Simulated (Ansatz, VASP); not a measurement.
## NbRu3C: VASP beside Ansatz

```
Nb Ru C
1.0
     4.04915    0.00000    0.00000
     0.00000    4.04915    0.00000
     0.00000    0.00000    4.04915
Nb Ru C
1 3 1
Cartesian
  0.0000 0.0000 0.0000
  0.0000 2.0246 2.0246
  2.0246 0.0000 2.0246
  2.0246 2.0246 0.0000
  2.0246 2.0246 2.0246
```

Alike in both runs: functional PBE; k mesh 10 × 10 × 10; occupations gaussian, width 0.1 eV; no spin polarisation.

Ansatz relaxed the structure, and its values are those at the end. VASP's run is a single point on that final structure, the one shown.

|  | VASP | Ansatz |
| --- | --- | --- |
| version | VASP 6.6.1 | Ansatz 0.2.0 |
| potentials or method | VASP PAW PBE potentials, release 64 (Nb_sv, Ru_pv, C), cutoff 520 eV | scalar-relativistic, plane waves, PAW |
| valence electrons in the cell | 59 | 65 |

|  | VASP | Ansatz | Ansatz less VASP |
| --- | --- | --- | --- |
| gap on the k mesh at the Fermi level (eV) | none | none | - |
| pressure (GPa) | -0.1 | 0.0 | +0.09 |

A gap of «none» marks a metal or a gap that the smearing closes. The functional is the same, so the differences come from potentials, cutoffs and numerics. VASP's potentials hold 59 valence electrons a cell and Ansatz's 65, so a difference there can come from the potentials and not from the codes.
